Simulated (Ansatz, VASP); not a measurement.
Two plane-wave programs on BP

```
CELL_PARAMETERS angstrom
0.00000 2.30983 2.30983
2.30983 0.00000 2.30983
2.30983 2.30983 0.00000
ATOMIC_POSITIONS crystal
B 0.00000 0.00000 0.00000
P 0.25000 0.25000 0.25000
```

Alike in both runs: task single point; functional r2SCAN; dispersion rVV10; k mesh 10 × 10 × 10; occupations gaussian, width 0.02 eV; no spin polarisation.

|  | VASP | Ansatz |
| --- | --- | --- |
| version | VASP 6.6.1 | Ansatz 0.2.0 |
| potentials or method | VASP PAW PBE potentials, release 64 (B, P), cutoff 550 eV | scalar-relativistic, plane waves, PAW |
| valence electrons in the cell | 8 | 8 |

|  | VASP | Ansatz | Ansatz less VASP |
| --- | --- | --- | --- |
| gap on the k mesh at the Fermi level (eV) | 1.48 | 1.46 | -0.029 |
| least direct gap on the mesh (eV) | 3.56 | 3.52 | -0.040 |
| pressure (GPa) | -9.4 | -8.9 | +0.41 |

VASP's potentials were made for PBE, not for r2SCAN.
